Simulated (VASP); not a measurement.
# Na2MnAlC6N6 (Fm-3m) in VASP: further runs

Runs on Na2MnAlC6N6. Level: PBE. Tasks: single point.

Everything below comes from runs of VASP 6.6.1. Logs are shortened: lines on timing, memory, paths and dates and some standing lists are left out, and cuts for length are marked.

### Step 1. The cell of the first run

The structure is cubic, space group Fm-3m (No. 225). The conventional cell has a = 10.141 Å, b = 10.141 Å, c = 10.141 Å, α = 90.00°, β = 90.00°, γ = 90.00°. Within 4.8 Å of Na (site symmetry -43m) lie 12 N at 3.63 Å and 12 C at 3.63 Å and 4 Mn at 4.39 Å and 4 Al at 4.39 Å. Within 2.6 Å of Mn (site symmetry m-3m) lie 6 C at 1.94 Å. Al (site symmetry m-3m) has 6 N at 1.96 Å within 2.6 Å. Within 1.6 Å of C (site symmetry 4mm) lie 1 N at 1.17 Å. N (site symmetry 4mm) has 1 C at 1.17 Å within 1.6 Å.

### Step 2. Single point, PBE, collinear spin, ferromagnetic start

Contents of INCAR:

```
SYSTEM = Na2MnAlC6N6
  PREC = Accurate
  ENCUT = 520
  EDIFF = 1E-7
  ISMEAR = 0
  SIGMA = 0.1
  LREAL = Auto
  LASPH = .True.
  NELM = 150
  ALGO = Normal
  ISIF = 2
  LWAVE = .False.
  LCHARG = .False.
  ISPIN = 2
  MAGMOM = 0 0 4 0 0 0 0 0 0 0 0 0 0 0 0 0
  LORBIT = 11
  LMAXMIX = 4
  GGA = PE
  NBANDS = 60
```

Contents of KPOINTS:

```
Automatic mesh
0
Gamma
  4 4 4
  0 0 0
```

Contents of POSCAR:

```
Na2MnAlC6N6
1.0
    0.0000000000      5.0705000000      5.0705000000
    5.0705000000      0.0000000000      5.0705000000
    5.0705000000      5.0705000000      0.0000000000
Na Mn Al C N
2 1 1 6 6
Direct
    0.2500000000      0.2500000000      0.2500000000
    0.7500000000      0.7500000000      0.7500000000
    0.0000000000      0.0000000000      0.0000000000
    0.5000000000      0.5000000000      0.5000000000
    0.8088945900      0.1911054100      0.1911054100
    0.1911054100      0.8088945900      0.1911054100
    0.1911054100      0.1911054100      0.8088945900
    0.1911054100      0.8088945900      0.8088945900
    0.8088945900      0.1911054100      0.8088945900
    0.8088945900      0.8088945900      0.1911054100
    0.6935213500      0.3064786500      0.3064786500
    0.3064786500      0.6935213500      0.3064786500
    0.3064786500      0.3064786500      0.6935213500
    0.3064786500      0.6935213500      0.6935213500
    0.6935213500      0.3064786500      0.6935213500
    0.6935213500      0.6935213500      0.3064786500
```

Potentials or basis: VASP PAW PBE potentials, release 64 (Na_pv, Mn_pv, Al, C, N).

Run with:

```sh
cat potpaw_PBE.64/Na_pv/POTCAR potpaw_PBE.64/Mn_pv/POTCAR potpaw_PBE.64/Al/POTCAR potpaw_PBE.64/C/POTCAR potpaw_PBE.64/N/POTCAR > POTCAR
mpirun -np 1 vasp_std > vasp.out
```

OUTCAR:

```text
SYSTEM = Na2MnAlC6N6
   PREC = Accurate
   ENCUT = 520
   EDIFF = 1E-7
   ISMEAR = 0
   LREAL = Auto
   LASPH = .True.
   NELM = 150
   ISIF = 2
   ISPIN = 2
   LORBIT = 11
   GGA = PE

 ion  position               nearest neighbor table
   1  0.250  0.250  0.250-
   2  0.750  0.750  0.750-
   3  0.000  0.000  0.000-   5 1.94   6 1.94   7 1.94   8 1.94   9 1.94  10 1.94
   4  0.500  0.500  0.500-  11 1.96  12 1.96  13 1.96  14 1.96  15 1.96  16 1.96
   5  0.809  0.191  0.191-  11 1.17   3 1.94
   6  0.191  0.809  0.191-  12 1.17   3 1.94
   7  0.191  0.191  0.809-  13 1.17   3 1.94
   8  0.191  0.809  0.809-  14 1.17   3 1.94
   9  0.809  0.191  0.809-  15 1.17   3 1.94
  10  0.809  0.809  0.191-  16 1.17   3 1.94
  11  0.694  0.306  0.306-   5 1.17   4 1.96
  12  0.306  0.694  0.306-   6 1.17   4 1.96
  13  0.306  0.306  0.694-   7 1.17   4 1.96
  14  0.306  0.694  0.694-   8 1.17   4 1.96
  15  0.694  0.306  0.694-   9 1.17   4 1.96
  16  0.694  0.694  0.306-  10 1.17   4 1.96

  LATTYP: Found a face centered cubic cell.
 ALAT       =    10.1410000000

  Lattice vectors:

 A1 = (   0.0000000000,   5.0705000000,   5.0705000000)
 A2 = (   5.0705000000,   0.0000000000,   5.0705000000)
 A3 = (   5.0705000000,   5.0705000000,   0.0000000000)

Analysis of symmetry for initial positions (statically):
=====================================================================
 Subroutine PRICEL returns:
 Original cell was already a primitive cell.

 Routine SETGRP: Setting up the symmetry group for a
 face centered cubic supercell.

 Subroutine GETGRP returns: Found 48 space group operations
 (whereof 48 operations were pure point group operations)
 out of a pool of 48 trial point group operations.

The static configuration has the point symmetry O_h .

Analysis of symmetry for dynamics (positions and initial velocities):
=====================================================================
 Subroutine PRICEL returns:
 Original cell was already a primitive cell.

 Routine SETGRP: Setting up the symmetry group for a
 face centered cubic supercell.

 Subroutine GETGRP returns: Found 48 space group operations
 (whereof 48 operations were pure point group operations)
 out of a pool of 48 trial point group operations.

The dynamic configuration has the point symmetry O_h .
[... 161 lines left out ...]
   NGX = 27   NGY = 27   NGZ = 27

 number of electron      83.9999992 magnetization       0.0000165

 number of electron      83.9999992 magnetization      -0.0000004

 Free energy of the ion-electron system (eV)
  ---------------------------------------------------
  ext. energy  EPLUGINS =         0.00000000
  ---------------------------------------------------
  free energy    TOTEN  =      -123.25577889 eV

  energy without entropy =     -123.25577889  energy(sigma->0) =     -123.25577889

 E-fermi :   2.1447     XC(G=0):  -7.8901

 val. band max:        1.6753602018   @ k =   0.5000   0.5000   0.0000
 cond. band min:       3.0888211693   @ k =   0.0000   0.0000   0.0000
 fundamental gap:      1.4134609675
 Fermi energy:         2.1446962352

 spin component 1

 k-point     1 :       0.0000    0.0000    0.0000
  band No.  band energies     occupation
      1     -45.3683      1.00000
      2     -45.3683      1.00000
      3     -45.3683      1.00000
      4     -24.2534      1.00000
      5     -24.2534      1.00000
      6     -24.2534      1.00000
[... 445 lines left out ...]
     53       6.0694      0.00000
     54       6.0694      0.00000
 Fermi energy:         2.1446962352

 spin component 2

 k-point     1 :       0.0000    0.0000    0.0000
  band No.  band energies     occupation
      1     -45.3683      1.00000
      2     -45.3683      1.00000
      3     -45.3683      1.00000
      4     -24.2534      1.00000
      5     -24.2534      1.00000
      6     -24.2534      1.00000
[... 445 lines left out ...]
     53       6.0694      0.00000
     54       6.0694      0.00000
 [bands above 54 left out]

------------------------ aborting loop because EDIFF is reached ----------------------------------------

  FORCE on cell =-STRESS in cart. coord.  units (eV):
  Direction    XX          YY          ZZ          XY          YZ          ZX
  --------------------------------------------------------------------------------------
  -------------------------------------------------------------------------------------
  Total        0.9092078      0.9092078      0.9092078      0.0000000      0.0000000     -0.0000000
  in kB        5.5871635      5.5871635      5.5871635      0.0000000      0.0000000     -0.0000000
  external PRESSURE =       5.5871635 kB  Pullay stress =       0.0000000 kB

 VOLUME and BASIS-vectors are now :
 -----------------------------------------------------------------------------
  energy-cutoff  :      520.00
  volume of cell :      260.72
      direct lattice vectors                 reciprocal lattice vectors
     0.000000000  5.070500000  5.070500000    -0.098609605  0.098609605  0.098609605
     5.070500000  0.000000000  5.070500000     0.098609605 -0.098609605  0.098609605
     5.070500000  5.070500000  0.000000000     0.098609605  0.098609605 -0.098609605

 POSITION                                       TOTAL-FORCE (eV/Angst)
 -----------------------------------------------------------------------------------
      2.53525      2.53525      2.53525         0.000000      0.000000      0.000000
      7.60575      7.60575      7.60575         0.000000     -0.000000      0.000000
      0.00000      0.00000      0.00000         0.000000      0.000000      0.000000
      5.07050      5.07050      5.07050         0.000000     -0.000000      0.000000
      1.93800      5.07050      5.07050        -2.523295      0.000000      0.000000
      5.07050      1.93800      5.07050         0.000000     -2.523295      0.000000
[... 8 lines left out ...]
      5.07050      7.03300      5.07050         0.000000     -1.786176      0.000000
      5.07050      5.07050      7.03300         0.000000      0.000000     -1.786176
 -----------------------------------------------------------------------------------
    total drift:                                0.000000      0.000000      0.000000

  FREE ENERGIE OF THE ION-ELECTRON SYSTEM (eV)
  ---------------------------------------------------
  free  energy   TOTEN  =      -123.2557788924 eV

  energy  without entropy=     -123.2557788924  energy(sigma->0) =     -123.25577889

 total charge

# of ion       s       p       d       tot
------------------------------------------
    1        0.006   5.947   0.000   5.953
    2        0.006   5.947   0.000   5.953
    3        0.369   6.555   5.351  12.275
    4        0.281   0.384   0.000   0.665
    5        0.959   1.618   0.000   2.577
    6        0.959   1.618   0.000   2.577
[... 8 lines left out ...]
   15        1.299   2.661   0.000   3.960
   16        1.299   2.661   0.000   3.960
--------------------------------------------------
tot         14.213  44.504   5.351  64.067

 magnetization (x)

# of ion       s       p       d       tot
------------------------------------------
    1        0.000  -0.000   0.000  -0.000
    2        0.000  -0.000   0.000  -0.000
    3       -0.000  -0.000  -0.000  -0.000
    4        0.000   0.000   0.000   0.000
    5        0.000  -0.000   0.000  -0.000
    6        0.000  -0.000   0.000  -0.000
[... 8 lines left out ...]
   15       -0.000   0.000   0.000   0.000
   16       -0.000   0.000   0.000   0.000
--------------------------------------------------
tot         -0.000   0.000  -0.000  -0.000
```

OSZICAR:

```text
N       E                     dE             d eps       ncg     rms          rms(c)
DAV:   1     0.756992285369E+03    0.75699E+03   -0.40630E+04  2056   0.136E+03
DAV:   2    -0.296201019937E+02   -0.78661E+03   -0.72934E+03  2180   0.361E+02
DAV:   3    -0.134201330804E+03   -0.10458E+03   -0.10215E+03  2324   0.142E+02
[... 12 lines left out ...]
DAV:  16    -0.123255777266E+03   -0.11846E-04   -0.18483E-05  2268   0.228E-02    0.354E-02
DAV:  17    -0.123255777927E+03   -0.66025E-06   -0.55939E-06  2268   0.134E-02    0.138E-02
DAV:  18    -0.123255778739E+03   -0.81225E-06   -0.12576E-06  2188   0.563E-03    0.659E-03
DAV:  19    -0.123255778843E+03   -0.10415E-06   -0.20473E-07  1888   0.270E-03    0.157E-03
DAV:  20    -0.123255778892E+03   -0.49355E-07   -0.72824E-08  1540   0.124E-03
   1 F= -.12325578E+03 E0= -.12325578E+03  d E =-.286678E-11  mag=     0.0000
```

stdout:

```text
POSCAR found type information on POSCAR NaMnAlC N
 POSCAR found :  5 types and      16 ions
 scaLAPACK will be used
 LDA part: xc-table for (Slater+PW92), standard interpolation
 POSCAR, INCAR and KPOINTS ok, starting setup
 FFT: planning ... GRIDC
 FFT: planning ... GRID_SOFT
 FFT: planning ... GRID
 WAVECAR not read
 entering main loop
```

Run time: 8.7 min. Hardware: 1 thread of Intel Xeon Platinum 8488C (Sapphire Rapids), shared host; peak memory 0.61 GiB.

What came out:

* Free energy: -123.2558 eV
* Pressure: 0.6 GPa
* Largest force: 2.523 eV/Å
* Band gap on the k mesh: 1.41 eV (least direct gap 2.07 eV)
* Net moment: 0.00 μB per cell
* Valence electrons inside the program's atomic spheres: Na 5.95; Mn 12.28; Al 0.67; C 2.58; N 3.96

Forces on the atoms (eV/Å):
```
Na   0.000  0.000  0.000
Na   0.000  0.000  0.000
Mn   0.000  0.000  0.000
Al   0.000  0.000  0.000
C   -2.523  0.000  0.000
C    0.000 -2.523  0.000
C    0.000  0.000 -2.523
C    2.523  0.000  0.000
C    0.000  2.523  0.000
C    0.000  0.000  2.523
N    1.786  0.000  0.000
N    0.000  1.786  0.000
N    0.000  0.000  1.786
N   -1.786  0.000  0.000
N    0.000 -1.786  0.000
N    0.000  0.000 -1.786
```

Caveat: forces of over 1 eV/Å act on the atoms, so gaps and moduli don't describe the material at rest. A k mesh can miss the band edges.

(Part 1 of 2 ends here.)
